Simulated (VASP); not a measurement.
# Sc4Ta (P6/mmm) in VASP: notebook

Sc4Ta is run at these levels: PBE; tasks: single point, relaxation of cell and atoms.

All numbers are computed with VASP 6.6.1; they aren't measurements. Logs are shortened: lines on timing, memory, paths and dates and some standing lists are left out, and cuts for length are marked.

## (1) The cell of the first run

Symmetry: P6/mmm, No. 191, hexagonal system. The conventional cell has a = 4.054 Å, b = 4.054 Å, c = 6.614 Å, α = 90.00°, β = 90.00°, γ = 120.00°. Within 3.1 Å of Sc (site symmetry 3m) lie 4 Sc at 2.34 to 3.01 Å and 3 Ta at 2.95 Å. Ta (site symmetry 6/mmm) has 12 Sc at 2.95 Å and 6 Ta at 4.05 Å within 4.1 Å.

The cell was built from a structure type or drawn by symmetry, and may not be a known phase.

## (2) Single point, PBE

Input file INCAR:

```
SYSTEM = Sc4Ta
ALGO     = Normal         ! electronic algorithm
EDIFF    = 1E-7           ! SCF threshold, eV
ENCUT    = 520            ! plane-wave cutoff, eV
GGA      = PE             ! functional
ISIF     = 2              ! what is computed and relaxed
ISMEAR   = 0              ! smearing method
LASPH    = .True.         ! aspherical terms in the spheres
LCHARG   = .True.         ! write CHGCAR
LELF     = .True.         ! ELF
LREAL    = .False.        ! projectors in reciprocal space
LVHAR    = .True.       
LWAVE    = .False.        ! write WAVECAR
NBANDS   = 36             ! bands
NELM     = 80             ! most SCF steps
PREC     = Accurate       ! precision mode
SIGMA    = 0.1            ! smearing width, eV
```

Input file KPOINTS:

```
k-points
0
Gamma
  6 6 4
  0 0 0
```

Input file POSCAR:

```
Sc4Ta
1.0
    4.0536734400      0.0000000000      0.0000000000
   -2.0268367200      3.5105841800      0.0000000000
    0.0000000000      0.0000000000      6.6135393200
Sc Ta
4 1
Direct
    0.3333333300      0.6666666700      0.7272647000
    0.3333333300      0.6666666700      0.2727353000
    0.6666666700      0.3333333300      0.2727353000
    0.6666666700      0.3333333300      0.7272647000
    0.0000000000      0.0000000000      0.0000000000
```

Potentials or basis: VASP PAW PBE potentials, release 64 (Sc_sv, Ta_pv).

Launch:

```bash
$ cat potpaw_PBE.64/Sc_sv/POTCAR potpaw_PBE.64/Ta_pv/POTCAR > POTCAR
$ mpirun -np 1 vasp_std > vasp.out
```

OUTCAR:

```text
SYSTEM = Sc4Ta
   EDIFF = 1E-7
   ENCUT = 520
   GGA = PE
   ISIF = 2
   ISMEAR = 0
   LASPH = .True.
   LREAL = .False.
   NELM = 80
   PREC = Accurate

 ion  position               nearest neighbor table
   1  0.333  0.667  0.727-   4 2.34   4 2.34   4 2.34   5 2.95   5 2.95   5 2.95   2 3.01
   2  0.333  0.667  0.273-   3 2.34   3 2.34   3 2.34   5 2.95   5 2.95   5 2.95   1 3.01
   3  0.667  0.333  0.273-   2 2.34   2 2.34   2 2.34   5 2.95   5 2.95   5 2.95   4 3.01
   4  0.667  0.333  0.727-   1 2.34   1 2.34   1 2.34   5 2.95   5 2.95   5 2.95   3 3.01
   5  0.000  0.000  0.000-   1 2.95   2 2.95   3 2.95   4 2.95   3 2.95   4 2.95   1 2.95   2 2.95
                             3 2.95   4 2.95   1 2.95   2 2.95

  LATTYP: Found a hexagonal cell.
 ALAT       =     4.0536734400
 C/A-ratio  =     1.6314928713

  Lattice vectors:

 A1 = (   4.0536734400,   0.0000000000,   0.0000000000)
 A2 = (  -2.0268367200,   3.5105841800,   0.0000000000)
 A3 = (   0.0000000000,   0.0000000000,   6.6135393200)

Analysis of symmetry for initial positions (statically):
=====================================================================
 Subroutine PRICEL returns:
 Original cell was already a primitive cell.

 Routine SETGRP: Setting up the symmetry group for a
 hexagonal supercell.

 Subroutine GETGRP returns: Found 24 space group operations
 (whereof 24 operations were pure point group operations)
 out of a pool of 24 trial point group operations.

The static configuration has the point symmetry D_6h.

Analysis of symmetry for dynamics (positions and initial velocities):
=====================================================================
 Subroutine PRICEL returns:
 Original cell was already a primitive cell.

 Routine SETGRP: Setting up the symmetry group for a
 hexagonal supercell.

 Subroutine GETGRP returns: Found 24 space group operations
 (whereof 24 operations were pure point group operations)
 out of a pool of 24 trial point group operations.

The dynamic configuration has the point symmetry D_6h.

 Subroutine INISYM returns: Found 24 space group operations
 (whereof 24 operations are pure point group operations),
 and found     1 'primitive' translations

----------------------------------------------------------------------------------------

                                     Primitive cell

  volume of cell :      94.1157

  direct lattice vectors                    reciprocal lattice vectors
     4.053673440  0.000000000  0.000000000     0.246689827  0.142426438  0.000000000
    -2.026836720  3.510584180  0.000000000     0.000000000  0.284852876  0.000000000
     0.000000000  0.000000000  6.613539320     0.000000000  0.000000000  0.151204968

  length of vectors
     4.053673440  4.053673442  6.613539320     0.284852876  0.284852876  0.151204968

  position of ions in fractional coordinates (direct lattice)
     0.333333330  0.666666670  0.727264700
     0.333333330  0.666666670  0.272735300
     0.666666670  0.333333330  0.272735300
     0.666666670  0.333333330  0.727264700
     0.000000000  0.000000000  0.000000000

  ion indices of the primitive-cell ions
   primitive index   ion index
                 1           1
                 2           2
                 3           3
                 4           4
                 5           5

----------------------------------------------------------------------------------------

 KPOINTS: k-points

Automatic generation of k-mesh.
 Grid dimensions read from file:
 generate k-points for:    6    6    4

 Generating k-lattice:

  Cartesian coordinates                     Fractional coordinates (reciprocal lattice)
     0.041114971  0.023737740  0.000000000     0.166666667 -0.000000000  0.000000000
     0.000000000  0.047475479  0.000000000     0.000000000  0.166666667  0.000000000
     0.000000000  0.000000000  0.037801242     0.000000000  0.000000000  0.250000000

  Length of vectors
     0.047475479  0.047475479  0.037801242

  Shift w.r.t. Gamma in fractional coordinates (k-lattice)
     0.000000000  0.000000000  0.000000000

 Subroutine IBZKPT returns following result:
 ===========================================

 Found     21 irreducible k-points:

 Following reciprocal coordinates:
            Coordinates               Weight
  0.000000  0.000000  0.000000      1.000000
  0.166667  0.000000  0.000000      6.000000
  0.333333  0.000000  0.000000      6.000000
  0.500000 -0.000000  0.000000      3.000000
  0.166667  0.166667  0.000000      6.000000
  0.333333  0.166667  0.000000     12.000000
[... 13 lines left out ...]
  0.333333  0.166667  0.500000     12.000000
  0.333333  0.333333  0.500000      2.000000
   k-points           NKPTS =     21   k-points in BZ     NKDIM =     21   number of bands    NBANDS=     36
   number of dos      NEDOS =    301   number of ions     NIONS =      5
   total plane-waves  NPLWV =  45000
   dimension x,y,z NGX =    30 NGY =   30 NGZ =   50
   dimension x,y,z NGXF=    60 NGYF=   60 NGZF=  100
   ions per type =               4   1
   NGX,Y,Z   is equivalent  to a cutoff of  12.30, 12.30, 12.57 a.u.
   NGXF,Y,Z  is equivalent  to a cutoff of  24.61, 24.61, 25.14 a.u.
 SYSTEM =  Sc4Ta
   PREC   = accura    normal or accurate (medium, high low for compatibility)
   ISTART =      0    job   : 0-new  1-cont  2-samecut
   ICHARG =      2    charge: 1-file 2-atom 10-const
   ISPIN  =      1    spin polarized calculation?
   LNONCOLLINEAR =      F non collinear calculations
   LSORBIT =      F    spin-orbit coupling
   LASPH  =      T    aspherical Exc in radial PAW
   ENCUT  =  520.0 eV  38.22 Ry    6.18 a.u.   7.54  7.54 12.30*2*pi/ulx,y,z
   NELM   =     80;   NELMIN=  2; NELMDL= -5     # of ELM steps
   EDIFF  = 0.1E-06   stopping-criterion for ELM
   LREAL  =      F    real-space projection
   EDIFFG = 0.1E-05   stopping-criterion for IOM
   NSW    =      0    number of steps for IOM
   IBRION =     -1    ionic relax: 0-MD 1-quasi-New 2-CG
   NFREE  =      0    steps in history (QN), initial steepest desc. (CG)
   ISIF   =      2    stress and relaxation
   ISYM   =      2    0-nonsym 1-usesym 2-fastsym
   POTIM  = 0.5000    time-step for ionic-motion
   TEBEG  =    0.0;   TEEND  =   0.0 temperature during run
   PSTRESS=    0.0 pullay stress
   NELECT =      55.0000    total number of electrons
   NUPDOWN=      -1.0000    fix difference up-down
   EMIN   =  10.00;   EMAX   =-10.00  energy-range for DOS
   EFERMI =   0.00;   METHOD = LEGACY
   ISMEAR =     0;   SIGMA  =   0.10  broadening in eV -4-tet -1-fermi 0-gaus
   EFERMI_NEDOS =   21; number of points for ismear=-14 and -15
   IALGO  =     38    algorithm
   IMIX   =      4    mixing-type and parameters
     AMIX     =   0.40;   BMIX     =  1.00
     AMIX_MAG =   1.60;   BMIX_MAG =  1.00
  volume/ion in A,a.u.               =      18.82       127.02
  Fermi-wavevector in a.u.,A,eV,Ry     =   1.368700  2.586469 25.488345  1.873341
  Thomas-Fermi vector in A             =   2.494641
   LORBIT       =      0    0 simple, 1 ext, 2 COOP (PROOUT), +10 PAW based schemes
   GGA     = PE    functional components
   LHFCALC =     F    Hartree Fock is set to
   AEXX    =    0.0000 exact exchange contribution
   IVDW    =     0    specifies the selected vdW correction
   LEPSILON=     F    determine dielectric tensor
   LRPA    =     F    only Hartree local field effects (RPA)
 non-spin polarized calculation
 Gauss-broadening in eV      SIGMA  =   0.10
  energy-cutoff  :      520.00
  volume of cell :       94.12
 maximum number of plane-waves:      2559
   NGX = 15   NGY = 15   NGZ = 25

 number of electron      54.9999998 magnetization

 Free energy of the ion-electron system (eV)
  ---------------------------------------------------
  ext. energy  EPLUGINS =         0.00000000
  ---------------------------------------------------
  free energy    TOTEN  =       -29.29459801 eV

  energy without entropy =      -29.26092651  energy(sigma->0) =      -29.27776226

 E-fermi :   5.0031     XC(G=0): -11.1498

 val. band max:        4.9779080302   @ k =   0.5000  -0.0000   0.5000
 cond. band min:       5.0450036269   @ k =   0.1667   0.1667   0.2500
 fundamental gap:      0.0670955967
 Fermi energy:         5.0031446575

 k-point     1 :       0.0000    0.0000    0.0000
  band No.  band energies     occupation
      1     -44.1563      2.00000
      2     -44.1233      2.00000
      3     -43.1656      2.00000
      4     -43.1393      2.00000
      5     -28.7670      2.00000
      6     -28.7670      2.00000
[... 28 lines left out ...]
     35       7.7194      0.00000
     36       7.7343      0.00000

 k-point     2 :       0.1667    0.0000    0.0000
  band No.  band energies     occupation
      1     -44.1014      2.00000
      2     -44.0685      2.00000
      3     -43.2280      2.00000
      4     -43.2012      2.00000
      5     -28.7760      2.00000
      6     -28.7703      2.00000
[... 28 lines left out ...]
     35       7.6855      0.00000
     36       7.8103      0.00000

 k-point     3 :       0.3333    0.0000    0.0000
  band No.  band energies     occupation
      1     -43.9579      2.00000
      2     -43.9254      2.00000
      3     -43.3865      2.00000
      4     -43.3584      2.00000
      5     -28.7928      2.00000
      6     -28.7769      2.00000
[... 28 lines left out ...]
     35       7.6673      0.00000
     36       8.2658      0.00000
[... 625 lines left out ...]
 k-point    20 :       0.3333    0.1667    0.5000
  band No.  band energies     occupation
      1     -43.8374      2.00000
      2     -43.8125      2.00000
      3     -43.5082      2.00000
      4     -43.4848      2.00000
      5     -28.7967      2.00000
      6     -28.7829      2.00000
[... 28 lines left out ...]
     35       7.0692      0.00000
     36       7.2466      0.00000

 k-point    21 :       0.3333    0.3333    0.5000
  band No.  band energies     occupation
      1     -43.6745      2.00000
      2     -43.6745      2.00000
      3     -43.6505      2.00000
      4     -43.6505      2.00000
      5     -28.7920      2.00000
      6     -28.7920      2.00000
[... 28 lines left out ...]
     35       7.0575      0.00000
     36       7.2730      0.00000

------------------------ aborting loop because EDIFF is reached ----------------------------------------

  FORCE on cell =-STRESS in cart. coord.  units (eV):
  Direction    XX          YY          ZZ          XY          YZ          ZX
  --------------------------------------------------------------------------------------
  -------------------------------------------------------------------------------------
  Total       17.8511783     17.8511783      2.2406695      0.0000000     -0.0000000     -0.0000000
  in kB      303.8892795    303.8892799     38.1440054      0.0000000     -0.0000000     -0.0000000
  external PRESSURE =     215.3075216 kB  Pullay stress =       0.0000000 kB

 VOLUME and BASIS-vectors are now :
 -----------------------------------------------------------------------------
  energy-cutoff  :      520.00
  volume of cell :       94.12
      direct lattice vectors                 reciprocal lattice vectors
     4.053673440  0.000000000  0.000000000     0.246689827  0.142426438  0.000000000
    -2.026836720  3.510584180  0.000000000     0.000000000  0.284852876  0.000000000
     0.000000000  0.000000000  6.613539320     0.000000000  0.000000000  0.151204968

 POSITION                                       TOTAL-FORCE (eV/Angst)
 -----------------------------------------------------------------------------------
     -0.00000      2.34039      4.80979         0.000000      0.000000      0.358646
     -0.00000      2.34039      1.80375         0.000000     -0.000000     -0.358646
      2.02684      1.17019      1.80375        -0.000000     -0.000000     -0.358646
      2.02684      1.17019      4.80979         0.000000      0.000000      0.358646
      0.00000      0.00000      0.00000         0.000000     -0.000000      0.000000
 -----------------------------------------------------------------------------------
    total drift:                               -0.000000      0.000000     -0.000000

  FREE ENERGIE OF THE ION-ELECTRON SYSTEM (eV)
  ---------------------------------------------------
  free  energy   TOTEN  =       -29.2945980101 eV

  energy  without entropy=      -29.2609265094  energy(sigma->0) =      -29.27776226
```

Run time: 41 s. Hardware: 1 thread of Intel Xeon 6975P-C (Granite Rapids), shared host; peak memory 0.23 GiB.

What came out:

* Free energy: -29.2946 eV
* Pressure: 21.5 GPa
* Largest force: 0.359 eV/Å
* Band gap on the k mesh: zero (an odd number of electrons rules out a gap without spin polarisation)

Forces on the atoms (eV/Å):
```
Sc   0.000  0.000  0.359
Sc   0.000  0.000 -0.359
Sc   0.000  0.000 -0.359
Sc   0.000  0.000  0.359
Ta   0.000  0.000  0.000
```

Caveat: the cell stands under pressure; spin-orbit coupling is left out, which moves the levels of the heavy elements.

## (3) Single point, PBE

This run uses another cell than the first one, of 25.35 Å³/atom.

Input file INCAR:

```
SYSTEM = Sc4Ta
PREC = Accurate ; ENCUT = 520
EDIFF = 1E-6 ; ISMEAR = 0
SIGMA = 0.1 ; LREAL = .False.
LASPH = .True. ; NELM = 100
ALGO = Normal ; ISIF = 2
LWAVE = .False. ; LCHARG = .True.
GGA = PE ; LELF = .True.
LVHAR = .True. ; NBANDS = 36
```

Input file KPOINTS:

```
regular mesh
0
Gamma
  6 6 4
  0 0 0
```

Input file POSCAR:

```
Sc4Ta
1.0
    4.8471937119      0.0000000000      0.0000000000
   -2.4235968560      4.1977928916      0.0000000000
    0.0000000000      0.0000000000      6.2289223844
Sc Ta
4 1
Direct
    0.3333333333      0.6666666667      0.7619071082
    0.3333333333      0.6666666667      0.2380928918
    0.6666666667      0.3333333333      0.2380928918
    0.6666666667      0.3333333333      0.7619071082
    0.0000000000      0.0000000000      0.0000000000
```

Potentials or basis: VASP PAW PBE potentials, release 64 (Sc_sv, Ta_pv).

Launch:

```bash
$ cat potpaw_PBE.64/Sc_sv/POTCAR potpaw_PBE.64/Ta_pv/POTCAR > POTCAR
$ mpirun -np 1 vasp_std > vasp.out
```

Wall time 44 s (1 thread of Intel Xeon 6975P-C (Granite Rapids), shared host); peak memory 0.28 GiB.

The run converged. Its results:

```yaml
Free_energy: -32.6944 eV
Pressure: -0.1 GPa
Largest_force: 0.004 eV/Å
Band_gap_on_the_k_mesh: zero (an odd number of electrons rules out a gap without spin polarisation)
```

Forces on the atoms (eV/Å):
```
Sc   0.000  0.000  0.004
Sc   0.000  0.000 -0.004
Sc   0.000  0.000 -0.004
Sc   0.000  0.000  0.004
Ta   0.000  0.000  0.000
```

Levels at points of the mesh, in eV from the Fermi level:
| k point | band 25 | band 26 | band 27 | band 28 | band 29 | band 30 |
| --- | --- | --- | --- | --- | --- | --- |
| (0.00, 0.00, 0.00) | -0.68 | -0.64 | -0.64 | 0.16 | 0.16 | 0.73 |
| (0.50, 0.00, 0.00) | -0.92 | -0.29 | -0.13 | 0.07 | 0.11 | 0.31 |
| (0.00, 0.00, 0.50) | -0.80 | -0.77 | 0.11 | 0.35 | 0.35 | 0.60 |
| (0.50, 0.00, 0.50) | -0.45 | -0.39 | -0.17 | 0.04 | 0.13 | 0.25 |

Caveat: spin-orbit coupling is left out, which moves the levels of the heavy elements.

## (4) Relaxation of cell and atoms, PBE

Input file INCAR:

```
  PREC = Accurate
  ENCUT = 600
  EDIFF = 1E-7
  ISMEAR = 0
  SIGMA = 0.1
  LREAL = F
  LASPH = T
  NELM = 60
  ALGO = Normal
  ISIF = 3
  LWAVE = F
  LCHARG = F
  GGA = PE
  IBRION = 2
  NSW = 90
  EDIFFG = -0.04
```

Input file KPOINTS:

```
regular mesh
0
Gamma
  6 6 4
```

Input file POSCAR:

```
Sc4Ta
1.0
    4.0536734400      0.0000000000      0.0000000000
   -2.0268367200      3.5105841800      0.0000000000
    0.0000000000      0.0000000000      6.6135393200
Sc Ta
4 1
Direct
    0.3333333300      0.6666666700      0.7272647000
    0.3333333300      0.6666666700      0.2727353000
    0.6666666700      0.3333333300      0.2727353000
    0.6666666700      0.3333333300      0.7272647000
    0.0000000000      0.0000000000      0.0000000000
```

Launch:

```bash
$ cat potpaw_PBE.64/Sc_sv/POTCAR potpaw_PBE.64/Ta_pv/POTCAR > POTCAR
$ mpirun -np 1 vasp_std > vasp.out
```

Run time: 6 min. Hardware: 1 thread of Intel Xeon 6975P-C (Granite Rapids), shared host; peak memory 0.28 GiB.

The run converged. Its results:

| Quantity | Value |
| --- | --- |
| Free energy | -32.6820 eV |
| Relaxed volume | 25.35 Å³/atom |
| Relaxed cell | a = 4.846 Å, b = 4.846 Å, c = 6.234 Å, α = 90.00°, β = 90.00°, γ = 120.00° |
| Space group after relaxing (to 0.1 Å) | P6/mmm (No. 191) |
| Energy gained by relaxing | 677.2 meV/atom |
| Ionic steps | 12 |
| Pressure after relaxing | -0.1 GPa |
| Band gap on the k mesh | zero (an odd number of electrons rules out a gap without spin polarisation) |

Forces in eV/Å, atoms in the order of the input:
```
Sc   0.000  0.000  0.002
Sc   0.000  0.000 -0.002
Sc   0.000  0.000 -0.002
Sc   0.000  0.000  0.002
Ta   0.000  0.000  0.000
```

Stress tensor (GPa, compression positive):
```
-0.07  0.00  0.00
 0.00 -0.07  0.00
 0.00  0.00 -0.15
```

The path:
```csv
step,energy change (eV),largest force (eV/Å),pressure (GPa),volume (Å³)
1,0.0000,0.3585,21.58,94.12
2,-2.5302,1.1713,-3.66,132.23
3,-2.5435,1.1474,-2.48,128.57
4,-3.0632,0.9877,-1.25,125.70
5,-3.2342,0.5870,0.55,122.21
6,-3.3260,0.2932,0.43,123.60
7,-3.3657,0.0052,0.41,125.05
8,-3.3673,0.0677,0.41,125.40
9,-3.3803,0.0034,-0.34,127.18
10,-3.3812,0.0197,-0.59,127.78
11,-3.3845,0.0047,0.16,126.23
12,-3.3858,0.0025,-0.10,126.76
```

Final structure:
```
Sc Ta
1.0
     4.84574    0.00000    0.00000
    -2.42287    4.19654    0.00000
     0.00000    0.00000    6.23358
Sc Ta
4 1
Direct
  0.33333 0.66667 0.76196
  0.33333 0.66667 0.23804
  0.66667 0.33333 0.23804
  0.66667 0.33333 0.76196
  0.00000 0.00000 0.00000
```

Levels at points of the mesh, in eV from the Fermi level:
| k point | band 25 | band 26 | band 27 | band 28 | band 29 | band 30 |
| --- | --- | --- | --- | --- | --- | --- |
| (0.00, 0.00, 0.00) | -0.68 | -0.64 | -0.64 | 0.16 | 0.16 | 0.74 |
| (0.50, 0.00, 0.00) | -0.91 | -0.29 | -0.13 | 0.07 | 0.11 | 0.31 |
| (0.00, 0.00, 0.50) | -0.80 | -0.78 | 0.11 | 0.35 | 0.35 | 0.61 |
| (0.50, 0.00, 0.50) | -0.45 | -0.39 | -0.17 | 0.04 | 0.13 | 0.25 |

Caveat: the volume moved by over 15 % at a fixed basis, so the end points are rough; spin-orbit coupling is left out, which moves the levels of the heavy elements.

## (5) Overview

| task | cell | cutoff (eV) | gap on the mesh (eV) | pressure (GPa) |
| --- | --- | --- | --- | --- |
| single point | a = 4.054, b = 4.054, c = 6.614 Å, angles 90.0, 90.0, 120.0°, 5 atoms, atomic positions A | 520 | none | 21.5 |
| single point | a = 4.847, b = 4.847, c = 6.229 Å, angles 90.0, 90.0, 120.0°, 5 atoms, atomic positions B | 520 | none | -0.1 |
| relaxation of cell and atoms | relaxed from a = 4.054, b = 4.054, c = 6.614 Å, angles 90.0, 90.0, 120.0°, 5 atoms, atomic positions A | 600 | none | -0.1 |

Alike in all rows: level PBE; potentials or basis VASP PAW PBE potentials, release 64 (Sc_sv, Ta_pv); no spin polarisation; k mesh 6 × 6 × 4; smearing gaussian 0.1 eV.

Caveats: spin-orbit coupling is left out, which moves the levels of the heavy elements; the cell stands under pressure (at least some runs); the volume moved by over 15 % at a fixed basis, so the end points are rough (at least some runs).

Absolute energies hang on the potentials; compare differences alone.
